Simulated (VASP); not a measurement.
# Se (Im-3m) in VASP: notebook

Runs on Se. Level: r2SCAN. Tasks: single point, relaxation of cell and atoms.

Everything below comes from runs of VASP 6.6.1. Logs are shortened: lines on timing, memory, paths and dates and some standing lists are left out, and cuts for length are marked.

## 1. The cell of the first run

The structure is cubic, space group Im-3m (No. 229). Conventional cell: a = 3.433 Å, b = 3.433 Å, c = 3.433 Å, α = 90.00°, β = 90.00°, γ = 90.00°. Within 3.9 Å of Se (site symmetry m-3m) lie 14 Se at 2.97 to 3.43 Å.

This isn't the form of Se at room conditions, which is trigonal, of chains.

## 2. Single point, r2SCAN

Contents of POSCAR:

```
Se
1.0
   -1.7164683995      1.7164683995      1.7164683995
    1.7164683995     -1.7164683995      1.7164683995
    1.7164683995      1.7164683995     -1.7164683995
Se
1
Direct
    0.0000000000      0.0000000000      0.0000000000
```

Contents of INCAR.step1:

```
PREC = Accurate
ENCUT = 520
ISMEAR = 1
SIGMA = 0.15
LREAL = False
LASPH = True
NELM = 60
NBANDS = 9
GGA = PE
ALGO = Normal
EDIFF = 1E-4
LWAVE = True
LCHARG = False
```

Contents of INCAR.step2:

```
PREC = Accurate
ENCUT = 520
EDIFF = 1E-6
ISMEAR = 1
SIGMA = 0.15
LREAL = False
LASPH = True
NELM = 60
ALGO = Normal
ISIF = 2
LWAVE = False
LCHARG = False
METAGGA = R2SCAN
LMIXTAU = True
NBANDS = 9
ISTART = 1
```

Contents of KPOINTS:

```
regular mesh
0
Gamma
  22 22 22
```

Potentials or basis: VASP PAW PBE potentials, release 64 (Se).

Launch:

```console
$ cat potpaw_PBE.64/Se/POTCAR > POTCAR
$ cp INCAR.step1 INCAR
$ mpirun -np 1 vasp_std > vasp.out
$ cp INCAR.step2 INCAR
$ mpirun -np 1 vasp_std > vasp.out
```

OUTCAR:

```text
PREC = Accurate
   ENCUT = 520
   EDIFF = 1E-6
   ISMEAR = 1
   LREAL = False
   LASPH = True
   NELM = 60
   ISIF = 2
   METAGGA = R2SCAN
   ISTART = 1

 ion  position               nearest neighbor table
   1  0.000  0.000  0.000-

  LATTYP: Found a body centered cubic cell.
 ALAT       =     3.4329367990

  Lattice vectors:

 A1 = (  -1.7164683995,   1.7164683995,   1.7164683995)
 A2 = (   1.7164683995,  -1.7164683995,   1.7164683995)
 A3 = (   1.7164683995,   1.7164683995,  -1.7164683995)

Analysis of symmetry for initial positions (statically):
=====================================================================
 Subroutine PRICEL returns:
 Original cell was already a primitive cell.

 Routine SETGRP: Setting up the symmetry group for a
 body centered cubic supercell.

 Subroutine GETGRP returns: Found 48 space group operations
 (whereof 48 operations were pure point group operations)
 out of a pool of 48 trial point group operations.

The static configuration has the point symmetry O_h .

Analysis of symmetry for dynamics (positions and initial velocities):
=====================================================================
 Subroutine PRICEL returns:
 Original cell was already a primitive cell.

 Routine SETGRP: Setting up the symmetry group for a
 body centered cubic supercell.

 Subroutine GETGRP returns: Found 48 space group operations
 (whereof 48 operations were pure point group operations)
 out of a pool of 48 trial point group operations.

The dynamic configuration has the point symmetry O_h .

 Subroutine INISYM returns: Found 48 space group operations
 (whereof 48 operations are pure point group operations),
 and found     1 'primitive' translations

----------------------------------------------------------------------------------------

                                     Primitive cell

  volume of cell :      20.2287

  direct lattice vectors                    reciprocal lattice vectors
    -1.716468400  1.716468400  1.716468400     0.000000000  0.291295779  0.291295779
     1.716468400 -1.716468400  1.716468400     0.291295779  0.000000000  0.291295779
     1.716468400  1.716468400 -1.716468400     0.291295779  0.291295779  0.000000000

  length of vectors
     2.973010478  2.973010478  2.973010478     0.411954442  0.411954442  0.411954442
[... 79 lines left out ...]
   EDIFF  = 0.1E-05   stopping-criterion for ELM
   LREAL  =      F    real-space projection
   EDIFFG = 0.1E-04   stopping-criterion for IOM
   NSW    =      0    number of steps for IOM
   IBRION =     -1    ionic relax: 0-MD 1-quasi-New 2-CG
   NFREE  =      0    steps in history (QN), initial steepest desc. (CG)
   ISIF   =      2    stress and relaxation
   ISYM   =      2    0-nonsym 1-usesym 2-fastsym
   POTIM  = 0.5000    time-step for ionic-motion
   TEBEG  =    0.0;   TEEND  =   0.0 temperature during run
   PSTRESS=    0.0 pullay stress
   NELECT =       6.0000    total number of electrons
   NUPDOWN=      -1.0000    fix difference up-down
   EMIN   =  10.00;   EMAX   =-10.00  energy-range for DOS
   EFERMI =   0.00;   METHOD = LEGACY
   ISMEAR =     1;   SIGMA  =   0.15  broadening in eV -4-tet -1-fermi 0-gaus
   EFERMI_NEDOS =   21; number of points for ismear=-14 and -15
   IALGO  =     38    algorithm
   IMIX   =      4    mixing-type and parameters
     AMIX     =   0.40;   BMIX     =  1.00
     AMIX_MAG =   1.60;   BMIX_MAG =  1.00
  volume/ion in A,a.u.               =      20.23       136.51
  Fermi-wavevector in a.u.,A,eV,Ry     =   1.091782  2.063170 16.217994  1.191989
  Thomas-Fermi vector in A             =   2.228035
   LORBIT       =      0    0 simple, 1 ext, 2 COOP (PROOUT), +10 PAW based schemes
   METAGGA = R2SCAN    functional components
   LHFCALC =     F    Hartree Fock is set to
   AEXX    =    0.0000 exact exchange contribution
   IVDW    =     0    specifies the selected vdW correction
   LEPSILON=     F    determine dielectric tensor
   LRPA    =     F    only Hartree local field effects (RPA)
 non-spin polarized calculation
 Methfessel and Paxton  Order N= 1 SIGMA  =   0.15
  energy-cutoff  :      520.00
  volume of cell :       20.23
 maximum number of plane-waves:       563
 NGX is ok and might be reduce to    24
   NGX = 11   NGY = 11   NGZ = 11

 number of electron       5.9999999 magnetization

 Free energy of the ion-electron system (eV)
  ---------------------------------------------------
  ext. energy  EPLUGINS =         0.00000000
  ---------------------------------------------------
  free energy    TOTEN  =       -13.59117341 eV

  energy without entropy =      -13.58997046  energy(sigma->0) =      -13.59077242

 E-fermi :   5.3901     XC(G=0): -11.1262

 val. band max:        5.3893859551   @ k =   0.3636   0.1364   0.0909
 cond. band min:       5.3970378838   @ k =  -0.2727   0.3182   0.1818
 fundamental gap:      0.0076519287
 Fermi energy:         5.3900881174

 k-point     1 :       0.0000    0.0000    0.0000
  band No.  band energies     occupation
      1     -11.4870      2.00000
      2       8.4503      0.00000
      3       8.4503      0.00000
      4       8.4503      0.00000
      5      17.8766      0.00000
      6      18.2865      0.00000
      7      18.2865      0.00000
      8      18.2865      0.00000
      9      21.7338      0.00000
[... 265 lines left out ...]
 k-point    24 :       0.1364    0.0909    0.0000
  band No.  band energies     occupation
      1     -10.6367      2.00000
      2       4.7908      2.00000
      3       6.9946     -0.00000
      4       7.8721     -0.00000
      5      16.1974      0.00000
      6      16.7636      0.00000
      7      19.4085      0.00000
      8      20.0623      0.00000
      9      22.2958      0.00000

 [... further k-points ...]

------------------------ aborting loop because EDIFF is reached ----------------------------------------

  FORCE on cell =-STRESS in cart. coord.  units (eV):
  Direction    XX          YY          ZZ          XY          YZ          ZX
  --------------------------------------------------------------------------------------
  -------------------------------------------------------------------------------------
  Total       -0.0089206     -0.0089206     -0.0089206      0.0000000      0.0000000     -0.0000000
  in kB       -0.7065420     -0.7065420     -0.7065420      0.0000000      0.0000000     -0.0000000
  external PRESSURE =      -0.7065420 kB  Pullay stress =       0.0000000 kB

 VOLUME and BASIS-vectors are now :
 -----------------------------------------------------------------------------
  energy-cutoff  :      520.00
  volume of cell :       20.23
      direct lattice vectors                 reciprocal lattice vectors
    -1.716468400  1.716468400  1.716468400     0.000000000  0.291295779  0.291295779
     1.716468400 -1.716468400  1.716468400     0.291295779  0.000000000  0.291295779
     1.716468400  1.716468400 -1.716468400     0.291295779  0.291295779  0.000000000

 POSITION                                       TOTAL-FORCE (eV/Angst)
 -----------------------------------------------------------------------------------
      0.00000      0.00000      0.00000         0.000000     -0.000000      0.000000
 -----------------------------------------------------------------------------------
    total drift:                               -0.000000     -0.000000      0.000000

  FREE ENERGIE OF THE ION-ELECTRON SYSTEM (eV)
  ---------------------------------------------------
  free  energy   TOTEN  =       -13.5911734069 eV

  energy  without entropy=      -13.5899704574  energy(sigma->0) =      -13.59077242
```

OUTCAR.step1:

```text
PREC = Accurate
   ENCUT = 520
   ISMEAR = 1
   LREAL = False
   LASPH = True
   NELM = 60
[... 503 lines left out ...]

 POSITION                                       TOTAL-FORCE (eV/Angst)
 -----------------------------------------------------------------------------------
      0.00000      0.00000      0.00000         0.000000     -0.000000      0.000000
 -----------------------------------------------------------------------------------
    total drift:                               -0.000000      0.000000      0.000000

  FREE ENERGIE OF THE ION-ELECTRON SYSTEM (eV)
  ---------------------------------------------------
  free  energy   TOTEN  =        -2.9152334735 eV

  energy  without entropy=       -2.9140906862  energy(sigma->0) =       -2.91485254
```

OSZICAR.step1:

```text
N       E                     dE             d eps       ncg     rms          rms(c)
DAV:   1     0.933534852213E+01    0.93353E+01   -0.28901E+03  5912   0.572E+02
DAV:   2    -0.265023940942E+01   -0.11986E+02   -0.11648E+02  8102   0.774E+01
DAV:   3    -0.291401653636E+01   -0.26378E+00   -0.25958E+00  6944   0.102E+01
DAV:   4    -0.291448723038E+01   -0.47069E-03   -0.47066E-03  8105   0.485E-01
DAV:   5    -0.291448755879E+01   -0.32842E-06   -0.32836E-06  6982   0.112E-02    0.308E+00
DAV:   6    -0.291444433146E+01    0.43227E-04   -0.25671E-03  6804   0.279E-01    0.182E+00
DAV:   7    -0.291521558124E+01   -0.77125E-03   -0.44850E-03  6545   0.376E-01    0.687E-02
DAV:   8    -0.291523347351E+01   -0.17892E-04   -0.13246E-04  6237   0.695E-02
   1 F= -.29152335E+01 E0= -.29148525E+01  d E =-.114279E-02
```

Wall time 4.5 min (1 thread of Oxide Virtual Turin-like, shared host); peak memory 0.16 GiB.

What came out:

| Item | Value |
| --- | --- |
| Free energy | -13.5912 eV |
| Pressure | -0.1 GPa |
| Band gap on the k mesh | zero (bands 3 and 4 overlap by 6.56 eV) |

Levels at points of the mesh, in eV from the Fermi level:
```
           k point  band 1  band 2  band 3  band 4  band 5  band 6  band 7
(0.00, 0.00, 0.00)  -16.88    3.06    3.06    3.06   12.49   12.90   12.90
(0.50, 0.00, 0.00)  -13.27   -6.94   -0.09    2.24    7.62    8.79   18.72
(0.50, 0.50, 0.50)  -10.70   -3.50   -3.50   -3.50    4.66    4.66   23.68
```

Caveat: the PAW data sets were made with another functional, which shifts forces and pressure a little.

## 3. Relaxation of cell and atoms, r2SCAN

This run uses another cell than the first one, of 11.07 Å³/atom.

Contents of POSCAR:

```
Se
1.0
   -1.4038000000      1.4038000000      1.4038000000
    1.4038000000     -1.4038000000      1.4038000000
    1.4038000000      1.4038000000     -1.4038000000
Se
1
Direct
    0.0000000000      0.0000000000      0.0000000000
```

Contents of INCAR.step1:

```
ALGO     = Normal         # electronic algorithm
EDIFF    = 1E-4           # SCF threshold, eV
ENCUT    = 600            # plane-wave cutoff, eV
GGA      = PE             # functional
ISMEAR   = 1              # smearing method
LASPH    = True           # aspherical terms in the spheres
LCHARG   = False          # write CHGCAR
LREAL    = False          # projectors in reciprocal space
LWAVE    = True           # write WAVECAR
NELM     = 100            # most SCF steps
PREC     = Accurate       # precision mode
SIGMA    = 0.15           # smearing width, eV
```

Contents of INCAR.step2:

```
ALGO     = Normal         # electronic algorithm
EDIFF    = 1E-6           # SCF threshold, eV
EDIFFG   = -0.01          # ionic threshold
ENCUT    = 600            # plane-wave cutoff, eV
IBRION   = 2              # ionic algorithm
ISIF     = 3              # what is computed and relaxed
ISMEAR   = 1              # smearing method
ISTART   = 1            
LASPH    = True           # aspherical terms in the spheres
LCHARG   = False          # write CHGCAR
LMIXTAU  = True         
LREAL    = False          # projectors in reciprocal space
LWAVE    = False          # write WAVECAR
METAGGA  = R2SCAN         # meta-GGA
NELM     = 100            # most SCF steps
NSW      = 80             # ionic steps
PREC     = Accurate       # precision mode
SIGMA    = 0.15           # smearing width, eV
```

Contents of KPOINTS:

```
k-points
0
Gamma
  22 22 22
```

Potentials or basis: VASP PAW PBE potentials, release 64 (Se).

Launch:

```console
$ cat potpaw_PBE.64/Se/POTCAR > POTCAR
$ cp INCAR.step1 INCAR
$ mpirun -np 1 vasp_std > vasp.out
$ cp INCAR.step2 INCAR
$ mpirun -np 1 vasp_std > vasp.out
```

Run time: 19 min. Hardware: 1 thread of Oxide Virtual Turin-like, shared host; peak memory 0.12 GiB.

The run converged. Its results:

| Property | Result |
| --- | --- |
| Free energy | -13.5887 eV |
| Relaxed volume | 20.20 Å³/atom |
| Relaxed cell | a = 2.972 Å, b = 2.972 Å, c = 2.972 Å, α = 109.47°, β = 109.47°, γ = 109.47° |
| Space group after relaxing (to 0.1 Å) | Im-3m (No. 229) |
| Energy gained by relaxing | 2917.7 meV/atom |
| Ionic steps | 8 |
| Pressure after relaxing | 0.0 GPa |
| Band gap on the k mesh | zero (bands 3 and 4 overlap by 6.57 eV) |

Step by step:
| step | energy change (eV) | largest force (eV/Å) | pressure (GPa) | volume (Å³) |
| --- | --- | --- | --- | --- |
| 1 | 0.0000 | 0.0000 | 174.80 | 11.07 |
| 2 | -1.4793 | 0.0000 | -8.71 | 43.85 |
| 3 | -2.8972 | 0.0000 | -4.42 | 21.60 |
| 4 | -2.9107 | 0.0000 | -2.72 | 20.99 |
| 5 | -2.9177 | 0.0000 | 0.21 | 20.14 |
| 6 | -2.9174 | 0.0000 | -0.62 | 20.36 |
| 7 | -2.9177 | 0.0000 | 0.22 | 20.16 |
| 8 | -2.9177 | 0.0000 | -0.02 | 20.20 |

Final structure:
```
CELL_PARAMETERS angstrom
-1.71570 1.71570 1.71570
1.71570 -1.71570 1.71570
1.71570 1.71570 -1.71570
ATOMIC_POSITIONS crystal
Se 0.00000 0.00000 0.00000
```

Levels at points of the mesh, in eV from the Fermi level:
```tsv
k point	band 1	band 2	band 3	band 4	band 5	band 6
(0.00, 0.00, 0.00)	-16.89	3.07	3.07	3.07	12.51	12.90
(0.50, 0.00, 0.00)	-13.27	-6.96	-0.09	2.24	7.62	8.79
(0.50, 0.50, 0.50)	-10.70	-3.51	-3.51	-3.51	4.65	4.65
```

Caveat: the volume moved by over 15 % at a fixed basis, so the end points are rough; the PAW data sets were made with another functional, which shifts forces and pressure a little.
